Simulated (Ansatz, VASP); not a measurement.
# NbPdSe3: VASP beside Ansatz

File INCAR:

```
SYSTEM = NbPdSe3
PREC     = Accurate       ! precision mode
ENCUT    = 520            ! plane-wave cutoff, eV
EDIFF    = 1E-6           ! SCF threshold, eV
ISMEAR   = 0              ! smearing method
SIGMA    = 0.1            ! smearing width, eV
LREAL    = .False.        ! projectors in reciprocal space
LASPH    = .True.         ! aspherical terms in the spheres
NELM     = 150            ! most SCF steps
ALGO     = Normal         ! electronic algorithm
ISIF     = 2              ! what is computed and relaxed
LWAVE    = .False.        ! write WAVECAR
LCHARG   = .True.         ! write CHGCAR
ISPIN    = 2              ! spin polarisation
MAGMOM   = 0 1 0 0 0      ! initial moments
LORBIT   = 11             ! projections on sites
LMAXMIX  = 4              ! l up to which the mixer works
GGA      = PE             ! functional
LELF     = .True.         ! ELF
LVHAR    = .True.       
NBANDS   = 32             ! bands
```

The input KPOINTS:

```
regular mesh
0
Gamma
  6 6 4
  0 0 0
```

POSCAR

```
NbPdSe3
1.0
    5.5181706239      0.0000000000      0.0000000000
   -2.7590853120      4.7788759427      0.0000000000
    0.0000000000      0.0000000000      5.0635587369
Nb Pd Se
1 1 3
Direct
    0.0000000000      0.0000000000      0.5000000000
    0.0000000000      0.0000000000      0.0000000000
    0.5000000000      0.0000000000      0.5000000000
    0.0000000000      0.5000000000      0.5000000000
    0.5000000000      0.5000000000      0.5000000000
```

Input for Ansatz:

```yaml
crystal:
  lattice:
    - [5.5181706239, 0.0, 0.0]
    - [-2.759085312, 4.7788759427, 0.0]
    - [0.0, 0.0, 5.0635587369]
  atoms:
    - { symbol: Nb, position: [0.0, 0.0, 0.5] }
    - { symbol: Pd, position: [0.0, 0.0, 0.0], spin: 1.0 }
    - { symbol: Se, position: [0.5, 0.0, 0.5] }
    - { symbol: Se, position: [0.0, 0.5, 0.5] }
    - { symbol: Se, position: [0.5, 0.5, 0.5] }
basis:
  ecutwfc: 420
kpoints:
  mp_grid: { grid: [6, 6, 4] }
hamiltonian:
  xc: pbe
scf:
  occupations: { method: gaussian, width: 0.1 }
  lower_state_search: "off"
output:
  forces: true
  stress: true
  eigenvalues: true
  populations: true
magnetization:
  spin_polarized: true
```

Alike in both runs: task single point; functional PBE; k mesh 6 × 6 × 4; occupations gaussian, width 0.1 eV; collinear spin.

|  | VASP | Ansatz |
| --- | --- | --- |
| version | VASP 6.6.1 | Ansatz 0.2.0 |
| potentials or method | VASP PAW PBE potentials, release 64 (Nb_sv, Pd, Se), cutoff 520 eV | scalar-relativistic, plane waves, PAW |
| valence electrons in the cell | 41 | 79 |

Ansatz gave:

- gap on the k mesh at the Fermi level (eV): none
- pressure (GPa): -0.1
- traceless stress, the component that is largest in VASP (GPa): 0.03
- net moment per atom (μB): 0.00

Task: Which values does VASP return?

Result: gap on the k mesh at the Fermi level (eV): none; pressure (GPa): -0.1; traceless stress, the component that is largest in VASP (GPa): 0.07; net moment per atom (μB): 0.00.

A gap of «none» marks a metal or a gap that the smearing closes. VASP's potentials hold 41 valence electrons a cell and Ansatz's 79, so a difference there can come from the potentials and not from the codes. Ansatz's warnings: seeded moment not kept.
